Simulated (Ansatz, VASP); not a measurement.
## KCl in VASP and in Ansatz

Contents of INCAR:

```
SYSTEM = KCl
PREC = Accurate ; ENCUT = 520
EDIFF = 1E-8 ; ISMEAR = -1
SIGMA = 0.03 ; LREAL = .False.
LASPH = .True. ; NELM = 80
ALGO = Normal ; ISIF = 2
LWAVE = .False. ; LCHARG = .False.
GGA = PE ; LEFG = .True.
NBANDS = 15
```

File KPOINTS:

```
regular mesh
0
Gamma
  7 7 7
  0 0 0
```

Contents of POSCAR:

```
KCl
1.0
    0.0315610000      3.1561000000      3.1561000000
    3.1561000000      0.0315610000      3.1561000000
    3.1876610000      3.1876610000      0.0000000000
K Cl
1 1
Direct
    0.0000000000      0.0000000000      0.0000000000
    0.5000000000      0.5000000000      0.5000000000
```

Input for Ansatz:

```yaml
crystal:
  lattice:
    - [0.031561, 3.1561, 3.1561]
    - [3.1561, 0.031561, 3.1561]
    - [3.187661, 3.187661, 0.0]
  atoms:
    - { symbol: K, position: [0.0, 0.0, 0.0] }
    - { symbol: Cl, position: [0.5, 0.5, 0.5] }
kpoints:
  mp_grid: { grid: [7, 7, 7] }
scf:
  occupations: { method: fermi_dirac, width: 0.03 }
hamiltonian:
  xc: pbe
  pseudopotentials: { kind: all_electron, datasets: crystal }
output:
  forces: true
  stress: true
  eigenvalues: true
  efg: { contact_densities: true }
```

Change from the starting cell: xy shear strain of +2 %, crystal datasets.

Alike in both runs: task electric field gradients; functional PBE; k mesh 7 × 7 × 7; occupations fermi-dirac, width 0.03 eV; no spin polarisation.

```csv
,VASP,Ansatz
version,VASP 6.6.1,Ansatz 0.2.0
potentials or method,"VASP PAW PBE potentials, release 64 (K_sv, Cl), cutoff 520 eV","all-electron PAW with datasets made for the crystal, scalar-relativistic"
```

|  | VASP | Ansatz | Ansatz less VASP |
| --- | --- | --- | --- |
| gap on the k mesh at the Fermi level (eV) | 5.14 | 5.14 | +0.002 |
| pressure (GPa) | 0.6 | 0.6 | -0.02 |
| traceless stress, the component that is largest in VASP (GPa) | -0.13 | -0.13 | -0.001 |
| size of Vzz on the site where it differs most (V/Å²) | 1.4 | 1.4 | +0.04 |

Ansatz ran all-electron here, and VASP with PAW potentials.
